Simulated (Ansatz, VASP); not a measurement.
**One calculation of SrMg, two programs**

```
CELL_PARAMETERS angstrom
3.97800 0.00000 0.00000
0.00000 3.97800 0.00000
0.00000 0.00000 3.90000
ATOMIC_POSITIONS crystal
Sr 0.50000 0.50000 0.50000
Mg 0.00000 0.00000 0.00000
```

Change from the starting cell: equal xx and yy strain of +2 %, crystal datasets.

Alike in both runs: task electric field gradients; functional LDA; k mesh 9 × 9 × 9; occupations fermi-dirac, width 0.05 eV; no spin polarisation.

|  | VASP | Ansatz |
| --- | --- | --- |
| version | VASP 6.6.1 | Ansatz 0.2.0 |
| potentials or method | VASP PAW LDA potentials, release 64 (Sr_sv, Mg), cutoff 520 eV | all-electron PAW with datasets made for the crystal, scalar-relativistic |

VASP gave:

```
pressure (GPa)                                                : 2.0
traceless stress, the component that is largest in VASP (GPa) : 0.24
```

**Question.** Which values does Ansatz return?

**Answer.** Pressure (GPa): 2.1; traceless stress, the component that is largest in VASP (GPa): 0.23.

LDA's correlation is that of Perdew and Zunger in VASP and of Perdew and Wang (1992) in Ansatz. Ansatz ran all-electron here, and VASP with PAW potentials.
